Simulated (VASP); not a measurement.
# BN (rocksalt type) (Fm-3m) in VASP: a series of runs, part 2 of 2

VASP 6.6.1. Earlier steps stand in the parts before.

### 4 Relaxation of cell and atoms, PBE, target pressure 150 GPa, at which the enthalpy is minimised

The input, INCAR:

```
SYSTEM = BN
PREC = Accurate ; ENCUT = 600
EDIFF = 1E-6 ; ISMEAR = -1
SIGMA = 0.05 ; LREAL = .False.
LASPH = .True. ; NELM = 60
ALGO = Normal ; ISIF = 3
LWAVE = .False. ; LCHARG = .False.
GGA = PE ; IBRION = 2
NSW = 60 ; EDIFFG = -0.005
PSTRESS = 1500.0
```

The input, KPOINTS:

```
regular mesh
0
Gamma
  17 17 17
  0 0 0
```

The input, POSCAR:

```
BN
1.0
    0.0000000000      1.6125025997      1.6125025997
    1.6125025997      0.0000000000      1.6125025997
    1.6125025997      1.6125025997      0.0000000000
B N
1 1
Direct
    0.0000000000      0.0000000000      0.0000000000
    0.5000000000      0.5000000000      0.5000000000
```

Potentials or basis: VASP PAW PBE potentials, release 64 (B, N).

On the command line:

```sh
$ cat potpaw_PBE.64/B/POTCAR potpaw_PBE.64/N/POTCAR > POTCAR
$ mpirun -np 1 vasp_std > vasp.out
```

OUTCAR:

```text
SYSTEM = BN
   PREC = Accurate
   ENCUT = 600
   EDIFF = 1E-6
   ISMEAR = -1
   LREAL = .False.
   LASPH = .True.
   NELM = 60
   ISIF = 3
   GGA = PE
   IBRION = 2
   NSW = 60
   EDIFFG = -0.005
   PSTRESS = 1500.0

 ion  position               nearest neighbor table
   1  0.000  0.000  0.000-   2 1.61   2 1.61   2 1.61   2 1.61   2 1.61   2 1.61
   2  0.500  0.500  0.500-   1 1.61   1 1.61   1 1.61   1 1.61   1 1.61   1 1.61

  LATTYP: Found a face centered cubic cell.
 ALAT       =     3.2250051994

  Lattice vectors:

 A1 = (   0.0000000000,   1.6125025997,   1.6125025997)
 A2 = (   1.6125025997,   0.0000000000,   1.6125025997)
 A3 = (   1.6125025997,   1.6125025997,   0.0000000000)

Analysis of symmetry for initial positions (statically):
=====================================================================
 Subroutine PRICEL returns:
 Original cell was already a primitive cell.

 Routine SETGRP: Setting up the symmetry group for a
 face centered cubic supercell.

 Subroutine GETGRP returns: Found 48 space group operations
 (whereof 48 operations were pure point group operations)
 out of a pool of 48 trial point group operations.

The static configuration has the point symmetry O_h .

Analysis of symmetry for dynamics (positions and initial velocities):
[... 165 lines left out ...]
  --------------------------------------------------------------------------------------
  -------------------------------------------------------------------------------------
  Total        7.9646957      7.9646957      7.9646957      0.0000000      0.0000000      0.0000000
  in kB     1521.7681985   1521.7681985   1521.7681985      0.0000000      0.0000000      0.0000000
  external PRESSURE =      21.7681985 kB  Pullay stress =    1500.0000000 kB
[... 63 lines left out ...]
--------------------------------------- Ionic step        3  -------------------------------------------

 number of electron       7.9999998 magnetization

 Free energy of the ion-electron system (eV)
  ---------------------------------------------------
  ext. energy  EPLUGINS =         0.00000000
  ---------------------------------------------------
  free energy    TOTEN  =       -13.04173699 eV

  energy without entropy =      -13.04173699  energy(sigma->0) =      -13.04173699

 E-fermi :  15.1405     XC(G=0): -14.9773

 val. band max:       14.1243277672   @ k =  -0.1765   0.1765   0.0000
 cond. band min:      17.3362639489   @ k =   0.4706   0.4706   0.0000
 fundamental gap:      3.2119361817
 Fermi energy:        15.1404938686

 k-point     1 :       0.0000    0.0000    0.0000
  band No.  band energies     occupation
      1     -11.9572      2.00000
      2      13.0676      2.00000
      3      13.0676      2.00000
      4      13.0676      2.00000
      5      28.7793      0.00000
      6      28.7793      0.00000
      7      28.7793      0.00000
      8      28.9751      0.00000
[... 243 lines left out ...]
 k-point    24 :      -0.1176    0.0588    0.0000
  band No.  band energies     occupation
      1     -11.2385      2.00000
      2      10.6908      2.00000
      3      12.0571      2.00000
      4      13.4935      2.00000
      5      25.4813      0.00000
      6      26.5604      0.00000
      7      28.0673      0.00000
      8      30.1262      0.00000

 [... further k-points ...]
[... 5 lines left out ...]
  --------------------------------------------------------------------------------------
  -------------------------------------------------------------------------------------
  Total        7.8701561      7.8701561      7.8701561      0.0000000      0.0000000      0.0000000
  in kB     1500.0724034   1500.0724034   1500.0724034      0.0000000      0.0000000      0.0000000
  external PRESSURE =       0.0724034 kB  Pullay stress =    1500.0000000 kB
[... 21 lines left out ...]
  energy  without entropy=      -13.0417369945  energy(sigma->0) =      -13.04173699

  enthalpy is  TOTEN    =        -5.1719608024 eV   P V=        7.8697761921

 reached required accuracy - stopping structural energy minimisation
```

OSZICAR:

```text
N       E                     dE             d eps       ncg     rms          rms(c)
DAV:   1     0.176537944447E+02    0.17654E+02   -0.60688E+03  2744   0.116E+03
[... 17 lines left out ...]
   2 F= -.51711712E+01 E0= -.51711712E+01  d E =0.653728E-03
       N       E                     dE             d eps       ncg     rms          rms(c)
DAV:   1    -0.130421692319E+02    0.44671E-01   -0.15773E-02  3600   0.136E+00    0.164E-01
DAV:   2    -0.130417647582E+02    0.40447E-03   -0.15571E-03  3824   0.328E-01    0.499E-02
DAV:   3    -0.130417415870E+02    0.23171E-04   -0.77311E-05  3968   0.840E-02    0.180E-02
DAV:   4    -0.130417368967E+02    0.46903E-05   -0.49228E-06  3528   0.256E-02    0.473E-03
DAV:   5    -0.130417369945E+02   -0.97753E-07   -0.20572E-07  1440   0.389E-03
   3 F= -.51719608E+01 E0= -.51719608E+01  d E =-.135885E-03
```

It took 10 s on 1 thread of Intel Xeon 6975P-C (Granite Rapids), shared host; peak memory 0.12 GiB.

What came out:

```yaml
Free_energy: -13.0417 eV
Relaxed_volume: 4.20 Å³/atom
Relaxed_cell: a = 2.282 Å, b = 2.282 Å, c = 2.282 Å, α = 60.00°, β = 60.00°, γ = 60.00°
Space_group_after_relaxing_to_0.05_Å: Fm-3m (No. 225)
Energy_change_on_relaxing_the_enthalpy_is_what_falls: -9.6 meV/atom
Ionic_steps: 3
Pressure_after_relaxing: 150.0 GPa
Band_gap_on_the_k_mesh: 3.21 eV, indirect (least direct gap 6.78 eV)
```

Step by step:
```
step  energy change (eV)  largest force (eV/Å)  pressure (GPa)  volume (Å³)
   1              0.0000                0.0000          152.18         8.39
   2             -0.0643                0.0000          144.87         8.45
   3             -0.0191                0.0000          150.01         8.41
```

Final structure:
```
B N
1.0
     0.00000    1.61380    1.61380
     1.61380    0.00000    1.61380
     1.61380    1.61380    0.00000
B N
1 1
Direct
  0.00000 0.00000 0.00000
  0.50000 0.50000 0.50000
```

Levels at points of the mesh, in eV from the valence-band top:
```tsv
k point	band 1	band 2	band 3	band 4	band 5	band 6	band 7	band 8
(0.00, 0.00, 0.00)	-26.08	-1.06	-1.06	-1.06	14.65	14.65	14.65	14.85
```

Caveat: the cell is relaxed towards a set pressure, so the enthalpy falls and the energy may rise. A hybrid or GW would open this gap; PBE tends to underestimate it.

### 5 Relaxation of cell and atoms, PBE, target pressure 150 GPa, at which the enthalpy is minimised

The input, INCAR:

```
  ALGO = Normal
  EDIFF = 1E-7
  EDIFFG = -0.005
  ENCUT = 600
  GGA = PE
  IBRION = 2
  ISIF = 3
  ISMEAR = -1
  LASPH = True
  LCHARG = False
  LREAL = False
  LWAVE = False
  NELM = 80
  NSW = 32
  PREC = Accurate
  PSTRESS = 1500.0
  SIGMA = 0.05
```

The input, KPOINTS:

```
k-points
0
Gamma
  17 17 17
```

The input, POSCAR:

```
BN
1.0
    0.0000000000      1.6133467060      1.6133467060
    1.6133467060      0.0000000000      1.6133467060
    1.6133467060      1.6133467060      0.0000000000
B N
1 1
Direct
    0.0000000000      0.0000000000      0.0000000000
    0.5000000000      0.5000000000      0.5000000000
```

On the command line:

```sh
$ cat potpaw_PBE.64/B/POTCAR potpaw_PBE.64/N/POTCAR > POTCAR
$ mpirun -np 1 vasp_std > vasp.out
```

It took 10 s on 1 thread of Intel Xeon 6975P-C (Granite Rapids), shared host; peak memory 0.12 GiB.

The run converged. Its results:

```
Free energy                                            : -13.0417 eV
Relaxed volume                                         : 4.20 Å³/atom
Relaxed cell                                           : a = 2.282 Å, b = 2.282 Å, c = 2.282 Å, α = 60.00°, β = 60.00°, γ = 60.00°
Space group after relaxing (to 0.05 Å)                 : Fm-3m (No. 225)
Energy change on relaxing (the enthalpy is what falls) : -3.3 meV/atom
Ionic steps                                            : 3
Pressure after relaxing                                : 150.0 GPa
Band gap on the k mesh                                 : 3.21 eV, indirect (least direct gap 6.78 eV)
```

Step by step:
```tsv
step	energy change (eV)	largest force (eV/Å)	pressure (GPa)	volume (Å³)
1	0.0000	0.0000	150.76	8.40
2	-0.0225	0.0000	148.21	8.42
3	-0.0066	0.0000	150.01	8.41
```

Final structure:
```xyz
2
Lattice="0.0000 1.6138 1.6138 1.6138 0.0000 1.6138 1.6138 1.6138 0.0000" Properties=species:S:1:pos:R:3 pbc="T T T"
B     0.0000    0.0000    0.0000
N     1.6138    1.6138    1.6138
```

Levels at points of the mesh, in eV from the valence-band top:
| k point | band 2 | band 3 | band 4 | band 5 | band 6 | band 7 |
| --- | --- | --- | --- | --- | --- | --- |
| (0.00, 0.00, 0.00) | -1.06 | -1.06 | -1.06 | 14.66 | 14.66 | 14.66 |

Caveat: the cell is relaxed towards a set pressure, so the enthalpy falls and the energy may rise. As with any semilocal functional, this PBE gap is likely too small.

### 6 Single point, PBE (volume scaled by 0.78, to set the pressure)

The input, INCAR:

```
PREC = Accurate ; ENCUT = 600
EDIFF = 1E-6 ; ISMEAR = -1
SIGMA = 0.05 ; LREAL = F
LASPH = T ; NELM = 120
ALGO = Normal ; ISIF = 2
LWAVE = F ; LCHARG = F
GGA = PE ; NBANDS = 11
GGA_COMPAT = F
```

The input, KPOINTS:

```
regular mesh
0
Gamma
  17 17 17
```

The input, POSCAR:

```
BN
1.0
    0.0000000000      1.6125025997      1.6125025997
    1.6125025997      0.0000000000      1.6125025997
    1.6125025997      1.6125025997      0.0000000000
B N
1 1
Direct
    0.0000000000      0.0000000000      0.0000000000
    0.5000000000      0.5000000000      0.5000000000
```

Potentials or basis: VASP PAW PBE potentials, release 64 (B, N).

On the command line:

```sh
$ cat potpaw_PBE.64/B/POTCAR potpaw_PBE.64/N/POTCAR > POTCAR
$ mpirun -np 1 vasp_std > vasp.out
```

Run time: 24 s. Hardware: 1 thread of Intel Xeon 8259CL, shared host; peak memory 0.13 GiB.

The run converged. Its results:

```yaml
Free_energy: -13.0226 eV
Pressure: 152.2 GPa
Band_gap_on_the_k_mesh: 3.23 eV, indirect (least direct gap 6.79 eV)
```

Levels at points of the mesh, in eV from the valence-band top:
```csv
k point,band 1,band 2,band 3,band 4,band 5,band 6,band 7,band 8
"(0.00, 0.00, 0.00)",-26.12,-1.06,-1.06,-1.06,14.68,14.68,14.68,14.92
```

Caveat: the cell differs from its parent crystal (volume scaled by 0.78, to set the pressure). A k mesh can miss the band edges.

### 7 Overview

```csv
task,cell,cutoff (eV),gap on the mesh (eV),pressure (GPa)
single point,"a = 2.282 Å, angles 60.0°, 2 atoms",520,3.21,150.4
relaxation of cell and atoms,"relaxed to 150 GPa from a = 2.280 Å, angles 60.0°, 2 atoms",600,3.21,150.0
relaxation of cell and atoms,"relaxed to 150 GPa from a = 2.282 Å, angles 60.0°, 2 atoms",600,3.21,150.0
single point,"a = 2.280 Å, angles 60.0°, 2 atoms",600,3.23,152.2
```

Alike in all rows: level PBE; potentials or basis VASP PAW PBE potentials, release 64 (B, N); no spin polarisation; k mesh 17 × 17 × 17; smearing fermi-dirac 0.05 eV.

Caveats: the cell is relaxed towards a set pressure, so the enthalpy falls and the energy may rise (some runs).

Absolute energies hang on the potentials; compare differences alone.
